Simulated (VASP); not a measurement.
# Cd2S (P3m1) in VASP: settings compared

Aim: see how the results for Cd2S move with the level of theory and the settings. Levels: PBE+D4, r2SCAN-based global hybrid with 25 % exact exchange, r2SCAN-based global hybrid with 10 % exact exchange. Tasks: relaxation of cell and atoms, single point.

Program: VASP 6.6.1. These are calculated values, not measurements. Logs are shortened: lines on timing, memory, paths and dates and some standing lists are left out, and cuts for length are marked.

## 1. The cell of the first run

The structure is trigonal, space group P3m1 (No. 156). The conventional cell has a = 3.963 Å, b = 3.963 Å, c = 5.809 Å, α = 90.00°, β = 90.00°, γ = 120.00°. Within 3.3 Å of Cd (site symmetry 3m) lie 2 S at 2.52 to 3.29 Å and 3 Cd at 3.08 Å. Within 3.4 Å of Cd (site symmetry 3m) lie 3 S at 2.60 Å and 3 Cd at 3.08 Å. Within 3.3 Å of S (site symmetry 3m) lie 5 Cd at 2.52 to 3.29 Å.

## 2. Relaxation of cell and atoms, PBE+D4

Input file INCAR:

```
SYSTEM = Cd2S
PREC     = Accurate       ! precision mode
ENCUT    = 600            ! plane-wave cutoff, eV
EDIFF    = 1E-6           ! SCF threshold, eV
ISMEAR   = -1             ! smearing method
SIGMA    = 0.05           ! smearing width, eV
LREAL    = .FALSE.        ! projectors in reciprocal space
LASPH    = .TRUE.         ! aspherical terms in the spheres
NELM     = 80             ! most SCF steps
ALGO     = Normal         ! electronic algorithm
ISIF     = 3              ! what is computed and relaxed
LWAVE    = .FALSE.        ! write WAVECAR
LCHARG   = .FALSE.        ! write CHGCAR
GGA      = PE             ! functional
IVDW     = 13             ! dispersion correction
IBRION   = 2              ! ionic algorithm
NSW      = 60             ! ionic steps
EDIFFG   = -0.01          ! ionic threshold
```

Input file KPOINTS:

```
Automatic mesh
0
G
  8 8 5
  0 0 0
```

Input file POSCAR:

```
Cd2S
1.0
    3.9626700490      0.0000000000      0.0000000000
   -1.9813350245      3.4317729293      0.0000000000
    0.0000000000      0.0000000000      5.8091920000
Cd S
2 1
Direct
    0.3333333333      0.6666666667      0.9327170000
    0.6666666667      0.3333333333      0.5787350000
    0.3333333333      0.6666666667      0.3657050000
```

Potentials or basis: VASP PAW PBE potentials, release 64 (Cd, S).

Run with:

```sh
cat potpaw_PBE.64/Cd/POTCAR potpaw_PBE.64/S/POTCAR > POTCAR
mpirun -np 1 vasp_std > vasp.out
```

OUTCAR:

```text
SYSTEM = Cd2S
   PREC = Accurate
   ENCUT = 600
   EDIFF = 1E-6
   ISMEAR = -1
   LREAL = .FALSE.
   LASPH = .TRUE.
   NELM = 80
   ISIF = 3
   GGA = PE
   IVDW = 13
   IBRION = 2
   NSW = 60
   EDIFFG = -0.01

 ion  position               nearest neighbor table
   1  0.333  0.667  0.933-   3 2.52   2 3.08   2 3.08   2 3.08
   2  0.667  0.333  0.579-   3 2.60   3 2.60   3 2.60   1 3.08   1 3.08   1 3.08
   3  0.333  0.667  0.366-   1 2.52   2 2.60   2 2.60   2 2.60

  LATTYP: Found a hexagonal cell.
 ALAT       =     3.9626700490
 C/A-ratio  =     1.4659792332

  Lattice vectors:

 A1 = (   3.9626700490,   0.0000000000,   0.0000000000)
 A2 = (  -1.9813350245,   3.4317729293,   0.0000000000)
 A3 = (   0.0000000000,   0.0000000000,   5.8091920000)

Analysis of symmetry for initial positions (statically):
=====================================================================
 Subroutine PRICEL returns:
 Original cell was already a primitive cell.

 Routine SETGRP: Setting up the symmetry group for a
 hexagonal supercell.

 Subroutine GETGRP returns: Found  6 space group operations
 (whereof  6 operations were pure point group operations)
 out of a pool of 24 trial point group operations.

The static configuration has the point symmetry C_3v.

Analysis of symmetry for dynamics (positions and initial velocities):
=====================================================================
 Subroutine PRICEL returns:
 Original cell was already a primitive cell.

 Routine SETGRP: Setting up the symmetry group for a
 hexagonal supercell.

 Subroutine GETGRP returns: Found  6 space group operations
 (whereof  6 operations were pure point group operations)
 out of a pool of 24 trial point group operations.

The dynamic configuration has the point symmetry C_3v.

 Subroutine INISYM returns: Found  6 space group operations
 (whereof  6 operations are pure point group operations),
 and found     1 'primitive' translations

----------------------------------------------------------------------------------------

                                     Primitive cell

  volume of cell :      78.9991

  direct lattice vectors                    reciprocal lattice vectors
     3.962670049  0.000000000  0.000000000     0.252355101  0.145697285  0.000000000
    -1.981335025  3.431772929  0.000000000     0.000000000  0.291394571  0.000000000
     0.000000000  0.000000000  5.809192000     0.000000000  0.000000000  0.172140979

  length of vectors
     3.962670049  3.962670049  5.809192000     0.291394571  0.291394571  0.172140979
[... 79 lines left out ...]
   LSORBIT =      F    spin-orbit coupling
   LASPH  =      T    aspherical Exc in radial PAW
   ENCUT  =  600.0 eV  44.10 Ry    6.64 a.u.   7.91  7.91 11.60*2*pi/ulx,y,z
   NELM   =     80;   NELMIN=  2; NELMDL= -5     # of ELM steps
   EDIFF  = 0.1E-05   stopping-criterion for ELM
   LREAL  =      F    real-space projection
   EDIFFG = -.1E-01   stopping-criterion for IOM
   NSW    =     60    number of steps for IOM
   IBRION =      2    ionic relax: 0-MD 1-quasi-New 2-CG
   NFREE  =      1    steps in history (QN), initial steepest desc. (CG)
   ISIF   =      3    stress and relaxation
   ISYM   =      2    0-nonsym 1-usesym 2-fastsym
   POTIM  = 0.5000    time-step for ionic-motion
   TEBEG  =    0.0;   TEEND  =   0.0 temperature during run
   PSTRESS=    0.0 pullay stress
   NELECT =      30.0000    total number of electrons
   NUPDOWN=      -1.0000    fix difference up-down
   EMIN   =  10.00;   EMAX   =-10.00  energy-range for DOS
   EFERMI =   0.00;   METHOD = LEGACY
   ISMEAR =    -1;   SIGMA  =   0.05  broadening in eV -4-tet -1-fermi 0-gaus
   EFERMI_NEDOS =   21; number of points for ismear=-14 and -15
   IALGO  =     38    algorithm
   IMIX   =      4    mixing-type and parameters
     AMIX     =   0.40;   BMIX     =  1.00
     AMIX_MAG =   1.60;   BMIX_MAG =  1.00
  volume/ion in A,a.u.               =      26.33       177.70
  Fermi-wavevector in a.u.,A,eV,Ry     =   1.185517  2.240303 19.122322  1.405451
  Thomas-Fermi vector in A             =   2.321709
   LORBIT       =      0    0 simple, 1 ext, 2 COOP (PROOUT), +10 PAW based schemes
   GGA     = PE    functional components
   LHFCALC =     F    Hartree Fock is set to
   AEXX    =    0.0000 exact exchange contribution
   IVDW    =    13    specifies the selected vdW correction
   LEPSILON=     F    determine dielectric tensor
   LRPA    =     F    only Hartree local field effects (RPA)
 conjugate gradient relaxation of ions
 non-spin polarized calculation
  energy-cutoff  :      600.00
  volume of cell :       79.00
 maximum number of plane-waves:      2652
   NGX = 15   NGY = 15   NGZ = 23

--------------------------------------- Ionic step        1  -------------------------------------------

 number of electron      30.0000005 magnetization

 Free energy of the ion-electron system (eV)
  ---------------------------------------------------
  ext. energy  EPLUGINS =         0.00000000
  ---------------------------------------------------
  free energy    TOTEN  =        -6.24000878 eV

  energy without entropy =       -6.23839746  energy(sigma->0) =       -6.23920312

------------------------ aborting loop because EDIFF is reached ----------------------------------------

  DFT-D4 for vdW energy calculation

  Edisp (eV):   -0.93259
[... 108 lines left out ...]
  FREE ENERGIE OF THE ION-ELECTRON SYSTEM (eV)
  ---------------------------------------------------
  free  energy   TOTEN  =        -7.1926109197 eV

  energy  without entropy=       -7.1907731446  energy(sigma->0) =       -7.19169203

[... ionic steps 4 to 7 ...]

--------------------------------------- Ionic step        8  -------------------------------------------

 number of electron      30.0000000 magnetization

------------------------ aborting loop because EDIFF is reached ----------------------------------------
[... 77 lines left out ...]
--------------------------------------- Ionic step       10  -------------------------------------------

 number of electron      30.0000001 magnetization

 Free energy of the ion-electron system (eV)
  ---------------------------------------------------
  ext. energy  EPLUGINS =         0.00000000
  ---------------------------------------------------
  free energy    TOTEN  =        -6.21164430 eV

  energy without entropy =       -6.20959583  energy(sigma->0) =       -6.21062007

 E-fermi :   1.7883     XC(G=0):  -9.5579

 val. band max:        1.6728474126   @ k =   0.3750   0.2500   0.2000
 cond. band min:       1.8637020425   @ k =   0.5000  -0.0000   0.2000
 fundamental gap:      0.1908546299
 Fermi energy:         1.7882926585

 k-point     1 :       0.0000    0.0000    0.0000
  band No.  band energies     occupation
      1     -11.1116      2.00000
      2      -6.7682      2.00000
      3      -6.7682      2.00000
      4      -6.6675      2.00000
      5      -6.6675      2.00000
      6      -6.6186      2.00000
[... 505 lines left out ...]
      6      -6.4629      2.00000
[... 11 lines left out ...]
     18       6.4028      0.00000
     19       7.7437      0.00000

 [... further k-points ...]

------------------------ aborting loop because EDIFF is reached ----------------------------------------

  DFT-D4 for vdW energy calculation

  Edisp (eV):   -0.98650
[... 26 lines left out ...]
  FREE ENERGIE OF THE ION-ELECTRON SYSTEM (eV)
  ---------------------------------------------------
  free  energy   TOTEN  =        -7.1981403938 eV

  energy  without entropy=       -7.1960919274  energy(sigma->0) =       -7.19711616

 reached required accuracy - stopping structural energy minimisation
```

CONTCAR:

```text
Cd2S
   1.00000000000000
     3.8630335456053730    0.0000000000000000    0.0000000000000000
    -1.9315167728026865    3.3454851862122439    0.0000000000000000
     0.0000000000000000   -0.0000000000000000    5.7935083245026275
  Cd              S
     2     1
Direct
     0.3333333332999970    0.6666666667000030    0.9337851346389477
     0.6666666667000030    0.3333333332999970    0.5812358563568237
     0.3333333332999970    0.6666666667000030    0.3621360090042256

  0.00000000E+00  0.00000000E+00  0.00000000E+00
  0.00000000E+00  0.00000000E+00  0.00000000E+00
  0.00000000E+00  0.00000000E+00  0.00000000E+00
```

It took 8.5 min on 1 thread of Intel Xeon 8259CL, shared host; peak memory 0.26 GiB.

What came out:

- Free energy: -7.1981 eV
- Relaxed volume: 24.96 Å³/atom
- Relaxed cell: a = 3.863 Å, b = 3.863 Å, c = 5.794 Å, α = 90.00°, β = 90.00°, γ = 120.00°
- Space group after relaxing (to 0.1 Å): P3m1 (No. 156)
- Energy gained by relaxing: 8.5 meV/atom
- Ionic steps: 10
- Pressure after relaxing: 0.0 GPa
- Largest force after relaxing: 0.009 eV/Å
- Band gap on the k mesh: 0.19 eV (least direct gap 0.59 eV)
- Dispersion energy per atom: -0.329 eV

Forces on the atoms (eV/Å):
```
Cd   0.000  0.000  0.004
Cd   0.000  0.000 -0.009
S    0.000  0.000  0.004
```

The path:
```tsv
step	energy change (eV)	largest force (eV/Å)	pressure (GPa)	volume (Å³)
1	0.0000	0.0667	-1.85	79.00
2	-0.0200	0.1302	0.13	75.56
3	-0.0200	0.1187	0.01	75.75
4	-0.0231	0.1095	0.01	75.43
5	-0.0241	0.1391	0.01	75.13
6	-0.0254	0.0433	-0.03	75.03
7	-0.0255	0.0141	-0.05	74.99
8	-0.0255	0.0160	-0.06	74.98
9	-0.0255	0.0057	0.04	74.83
10	-0.0255	0.0086	0.01	74.87
```

Final structure:
```
Cd S
1.0
     3.86303    0.00000    0.00000
    -1.93152    3.34549    0.00000
     0.00000    0.00000    5.79351
Cd S
2 1
Direct
  0.33333 0.66667 0.93379
  0.66667 0.33333 0.58124
  0.33333 0.66667 0.36214
```

Levels at points of the mesh, in eV from the valence-band top:
```csv
k point,band 11,band 12,band 13,band 14,band 15,band 16,band 17,band 18,band 19
"(0.00, 0.00, 0.00)",-7.64,-4.64,-3.87,-0.54,-0.54,3.61,5.17,7.19,7.19
"(0.50, 0.00, 0.00)",-7.45,-4.53,-3.03,-1.48,-1.20,0.52,3.22,4.95,6.09
```

Caveat: semilocal functionals underestimate gaps, and a narrow one can read as zero. A k mesh can miss the band edges.

## 3. Single point, r2SCAN-based global hybrid with 25 % exact exchange

POSCAR is that of step 2.

Input file INCAR.step1:

```
ALGO = Normal
EDIFF = 1E-5
ENCUT = 520
GGA = PE
ISIF = 2
ISMEAR = -1
LASPH = True
LCHARG = False
LREAL = False
LWAVE = True
NBANDS = 22
NELM = 60
PREC = Accurate
SIGMA = 0.05
```

Input file INCAR.step2:

```
AEXX = 0.25
ALGO = Normal
EDIFF = 1E-6
ENCUT = 520
ISIF = 2
ISMEAR = -1
ISTART = 1
LASPH = True
LCHARG = False
LHFCALC = True
LMIXTAU = True
LREAL = False
LWAVE = False
METAGGA = R2SCAN
NBANDS = 22
NELM = 60
PREC = Accurate
PRECFOCK = Normal
SIGMA = 0.05
```

Input file KPOINTS:

```
k-points
0
Gamma
  5 5 3
```

Potentials or basis: VASP PAW PBE potentials, release 64 (Cd, S).

Run with:

```sh
cat potpaw_PBE.64/Cd/POTCAR potpaw_PBE.64/S/POTCAR > POTCAR
cp INCAR.step1 INCAR
mpirun -np 1 vasp_std > vasp.out
cp INCAR.step2 INCAR
mpirun -np 1 vasp_std > vasp.out
```

Wall time 74 min (1 thread of Oxide Virtual Turin-like, shared host); peak memory 0.21 GiB.

Results (log left out):

* Free energy: -40.6376 eV
* Pressure: -2.2 GPa
* Largest force: 0.180 eV/Å
* Band gap on the k mesh: 1.98 eV (least direct gap 2.11 eV)

Forces on the atoms (eV/Å):
```
Cd   0.000  0.000  0.150
Cd   0.000  0.000 -0.180
S    0.000  0.000  0.030
```

Stress tensor (GPa, compression positive):
```
-2.08  0.00  0.00
 0.00 -2.08  0.00
 0.00  0.00 -2.55
```

Levels at points of the mesh, in eV from the valence-band top:
| k point | band 11 | band 12 | band 13 | band 14 | band 15 | band 16 | band 17 | band 18 | band 19 | band 20 |
| --- | --- | --- | --- | --- | --- | --- | --- | --- | --- | --- |
| (0.00, 0.00, 0.00) | -9.14 | -4.82 | -3.97 | -0.86 | -0.86 | 5.24 | 7.04 | 8.95 | 8.95 | 10.66 |

Caveat: the PAW data sets were made with another functional, which shifts forces and pressure a little. A k mesh can miss the band edges.

## 4. Single point, r2SCAN-based global hybrid with 10 % exact exchange

POSCAR is that of step 3.

Input file INCAR.step1:

```
ALGO = Normal ; EDIFF = 1E-5
ENCUT = 520 ; GGA = PE
ISIF = 2 ; ISMEAR = -1
LASPH = True ; LREAL = False
LWAVE = True ; NBANDS = 22
NELM = 60 ; PREC = Accurate
SIGMA = 0.05
```

Input file INCAR.step2:

```
AEXX = 0.1 ; ALGO = Normal
EDIFF = 1E-7 ; ENCUT = 520
ISIF = 2 ; ISMEAR = -1
ISTART = 1 ; LASPH = True
LCHARG = True ; LELF = True
LHFCALC = True ; LMIXTAU = True
LREAL = False ; LVHAR = True
LWAVE = False ; METAGGA = R2SCAN
NBANDS = 22 ; NELM = 60
PREC = Accurate ; PRECFOCK = Normal
SIGMA = 0.05
```

KPOINTS is that of step 3.

Potentials or basis: VASP PAW PBE potentials, release 64 (Cd, S).

Run with:

```sh
cat potpaw_PBE.64/Cd/POTCAR potpaw_PBE.64/S/POTCAR > POTCAR
cp INCAR.step1 INCAR
mpirun -np 1 vasp_std > vasp.out
cp INCAR.step2 INCAR
mpirun -np 1 vasp_std > vasp.out
```

OUTCAR:

```text
AEXX = 0.1
   EDIFF = 1E-7
   ENCUT = 520
   ISIF = 2
   ISMEAR = -1
   ISTART = 1
   LASPH = True
   LHFCALC = True
   LREAL = False
   METAGGA = R2SCAN
   NELM = 60
   PREC = Accurate
   PRECFOCK = Normal

 ion  position               nearest neighbor table
   1  0.333  0.667  0.933-   3 2.52   2 3.08   2 3.08   2 3.08
   2  0.667  0.333  0.579-   3 2.60   3 2.60   3 2.60   1 3.08   1 3.08   1 3.08
   3  0.333  0.667  0.366-   1 2.52   2 2.60   2 2.60   2 2.60

  LATTYP: Found a hexagonal cell.
 ALAT       =     3.9626700490
[... 487 lines left out ...]

  FORCE on cell =-STRESS in cart. coord.  units (eV):
  Direction    XX          YY          ZZ          XY          YZ          ZX
  --------------------------------------------------------------------------------------
  -------------------------------------------------------------------------------------
  Total       -0.8495698     -0.8495698     -1.0719000     -0.0000000      0.0000000      0.0000000
  in kB      -17.2300860    -17.2300860    -21.7391548     -0.0000000      0.0000000      0.0000000
  external PRESSURE =     -18.7331089 kB  Pullay stress =       0.0000000 kB

 VOLUME and BASIS-vectors are now :
 -----------------------------------------------------------------------------
  energy-cutoff  :      520.00
  volume of cell :       79.00
      direct lattice vectors                 reciprocal lattice vectors
     3.962670049  0.000000000  0.000000000     0.252355101  0.145697285  0.000000000
    -1.981335025  3.431772929  0.000000000     0.000000000  0.291394571  0.000000000
     0.000000000  0.000000000  5.809192000     0.000000000  0.000000000  0.172140979

 POSITION                                       TOTAL-FORCE (eV/Angst)
 -----------------------------------------------------------------------------------
     -0.00000      2.28785      5.41833         0.000000      0.000000      0.060553
      1.98134      1.14392      3.36198        -0.000000     -0.000000     -0.065075
     -0.00000      2.28785      2.12445         0.000000      0.000000      0.004522
 -----------------------------------------------------------------------------------
    total drift:                                0.000001     -0.000001      0.000333

  FREE ENERGIE OF THE ION-ELECTRON SYSTEM (eV)
  ---------------------------------------------------
  free  energy   TOTEN  =       -45.6740737413 eV

  energy  without entropy=      -45.6740736549  energy(sigma->0) =      -45.67407370
```

OUTCAR.step1:

```text
EDIFF = 1E-5
   ENCUT = 520
   GGA = PE
   ISIF = 2
[... 512 lines left out ...]
     -0.00000      2.28785      5.41833        -0.000000      0.000000      0.010216
      1.98134      1.14392      3.36198         0.000000     -0.000000     -0.020534
     -0.00000      2.28785      2.12445        -0.000000     -0.000000      0.010318
 -----------------------------------------------------------------------------------
    total drift:                                0.000000     -0.000000     -0.000129

  FREE ENERGIE OF THE ION-ELECTRON SYSTEM (eV)
  ---------------------------------------------------
  free  energy   TOTEN  =        -6.2492804839 eV

  energy  without entropy=       -6.2492778749  energy(sigma->0) =       -6.24927918
```

OSZICAR.step1:

```text
N       E                     dE             d eps       ncg     rms          rms(c)
DAV:   1     0.206230683862E+03    0.20623E+03   -0.14975E+04   528   0.127E+03
DAV:   2     0.202754735184E+01   -0.20420E+03   -0.19548E+03   588   0.324E+02
DAV:   3    -0.697382851722E+01   -0.90014E+01   -0.89516E+01   630   0.700E+01
DAV:   4    -0.704451819175E+01   -0.70690E-01   -0.70678E-01   588   0.587E+00
DAV:   5    -0.704544003545E+01   -0.92184E-03   -0.92184E-03   648   0.648E-01    0.820E+00
DAV:   6    -0.625921237685E+01    0.78623E+00   -0.16681E+00   670   0.119E+01    0.618E+00
DAV:   7    -0.625477136165E+01    0.44410E-02   -0.43873E-01   630   0.401E+00    0.295E+00
DAV:   8    -0.625159051443E+01    0.31808E-02   -0.60133E-02   582   0.222E+00    0.329E-01
DAV:   9    -0.624917470957E+01    0.24158E-02   -0.16185E-02   648   0.118E+00    0.194E-01
DAV:  10    -0.624922509221E+01   -0.50383E-04   -0.11863E-03   612   0.296E-01    0.120E-01
DAV:  11    -0.624928954766E+01   -0.64455E-04   -0.27976E-04   600   0.110E-01    0.411E-02
DAV:  12    -0.624927936326E+01    0.10184E-04   -0.42995E-05   600   0.489E-02    0.171E-02
DAV:  13    -0.624928048389E+01   -0.11206E-05   -0.76083E-06   324   0.248E-02
   1 F= -.62492805E+01 E0= -.62492792E+01  d E =-.260904E-05
```

It took 87 min on 1 thread of Oxide Virtual Turin-like, shared host; peak memory 0.21 GiB.

Results:

```
Free energy            : -45.6741 eV
Pressure               : -1.9 GPa
Largest force          : 0.065 eV/Å
Band gap on the k mesh : 1.53 eV (least direct gap 1.75 eV)
```

Forces in eV/Å, atoms in the order of the input:
```
Cd   0.000  0.000  0.061
Cd   0.000  0.000 -0.065
S    0.000  0.000  0.005
```

Levels at points of the mesh, in eV from the valence-band top:
| k point | band 13 | band 14 | band 15 | band 16 | band 17 | band 18 |
| --- | --- | --- | --- | --- | --- | --- |
| (0.00, 0.00, 0.00) | -3.64 | -0.62 | -0.62 | 4.49 | 6.28 | 8.13 |

Caveat: the PAW data sets were made with another functional, which shifts forces and pressure a little. A k mesh can miss the band edges.

## 5. The runs side by side

```tsv
task	level	cell	k mesh	cutoff (eV)	grid for exact exchange (PRECFOCK)	share of exact exchange	gap on the mesh (eV)	pressure (GPa)	largest force (eV/Å)
relaxation of cell and atoms	PBE+D4	relaxed	8 × 8 × 5	600	-	-	0.19	0.0	0.01
single point	r2SCAN-based global hybrid with 25 % exact exchange	as given	5 × 5 × 3	520	Normal	0.25	1.98	-2.2	0.18
single point	r2SCAN-based global hybrid with 10 % exact exchange	as given	5 × 5 × 3	520	Normal	0.1	1.53	-1.9	0.07
```

Alike in all rows: potentials or basis VASP PAW PBE potentials, release 64 (Cd, S); no spin polarisation; smearing fermi-dirac 0.05 eV.

Caveats: the PAW data sets were made with another functional, which shifts forces and pressure a little (at least some runs); semilocal functionals underestimate gaps, and a narrow one can read as zero (at least some runs).

Absolute energies hang on the potentials; compare differences alone.
